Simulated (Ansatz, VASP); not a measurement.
**One calculation of SiC, two programs**

INCAR

```
SYSTEM = SiC
ALGO = Normal ; EDIFF = 1E-6
ENCUT = 520 ; GGA = PE
ISIF = 2 ; ISMEAR = 0
LASPH = .TRUE. ; LCHARG = .FALSE.
LREAL = .FALSE. ; LWAVE = .FALSE.
NBANDS = 36 ; NELM = 60
PREC = Accurate ; SIGMA = 0.05
```

File KPOINTS:

```
k-points
0
G
  6 9 3
  0 0 0
```

Contents of POSCAR:

```
SiC
1.0
    4.3797281900      0.0000000000      0.0000000000
    0.0000000000      2.1898640950     -2.1898640950
    1.7518912760      5.6936466470      7.4455379230
Si C
6 6
Direct
   -0.0999933333      0.0999933333      0.2499833333
    0.3333400000      0.6666600000      0.4166500000
   -0.2333266667      0.2333266667      0.5833166667
    0.2000066667      0.7999933333      0.7499833333
   -0.3666600000      0.3666600000      0.9166500000
    0.4666733333      0.5333266667      0.0833166667
    0.5833400000      0.1666600000      0.4166500000
    0.0166733333      0.7333266667      0.5833166667
    0.4500066667      0.2999933333      0.7499833333
   -0.1166600000      0.8666600000      0.9166500000
    0.7166733333      0.0333266667      0.0833166667
    0.1500066667      0.5999933333      0.2499833333
```

Input for Ansatz:

```yaml
crystal:
  lattice:
    - [4.37972819, 0.0, 0.0]
    - [0.0, 2.189864095, -2.189864095]
    - [1.751891276, 5.693646647, 7.445537923]
  atoms:
    - { symbol: Si, position: [-0.0999933333, 0.0999933333, 0.2499833333] }
    - { symbol: Si, position: [0.33334, 0.66666, 0.41665] }
    - { symbol: Si, position: [-0.2333266667, 0.2333266667, 0.5833166667] }
    - { symbol: Si, position: [0.2000066667, 0.7999933333, 0.7499833333] }
    - { symbol: Si, position: [-0.36666, 0.36666, 0.91665] }
    - { symbol: Si, position: [0.4666733333, 0.5333266667, 0.0833166667] }
    - { symbol: C, position: [0.58334, 0.16666, 0.41665] }
    - { symbol: C, position: [0.0166733333, 0.7333266667, 0.5833166667] }
    - { symbol: C, position: [0.4500066667, 0.2999933333, 0.7499833333] }
    - { symbol: C, position: [-0.11666, 0.86666, 0.91665] }
    - { symbol: C, position: [0.7166733333, 0.0333266667, 0.0833166667] }
    - { symbol: C, position: [0.1500066667, 0.5999933333, 0.2499833333] }
basis:
  ecutwfc: 420
kpoints:
  mp_grid: { grid: [6, 9, 3] }
hamiltonian:
  xc: pbe
scf:
  occupations: { method: gaussian, width: 0.05 }
output:
  forces: true
  stress: true
  eigenvalues: true
```

Alike in both runs: task single point; functional PBE; k mesh 6 × 9 × 3; occupations gaussian, width 0.05 eV; no spin polarisation.

```csv
,VASP,Ansatz
version,VASP 6.6.1,Ansatz 0.2.0
potentials or method,"VASP PAW PBE potentials, release 64 (Si, C), cutoff 520 eV","scalar-relativistic, plane waves, PAW"
valence electrons in the cell,48,48
```

Ansatz gave:

* gap on the k mesh at the Fermi level (eV): 0.64
* least direct gap on the mesh (eV): 1.07
* pressure (GPa): 21.6
* traceless stress, the component that is largest in VASP (GPa): 23.93
* rms of the force components (eV/Å): 6.767

Task: Estimate VASP's values.

Result: gap on the k mesh at the Fermi level (eV): 0.64; least direct gap on the mesh (eV): 1.07; pressure (GPa): 21.4; traceless stress, the component that is largest in VASP (GPa): 23.74; rms of the force components (eV/Å): 6.711.

Atom by atom the forces differ by 0.056 eV/Å (rms over components). With one functional, cell and mesh, what is left measures potentials, basis and numerics.
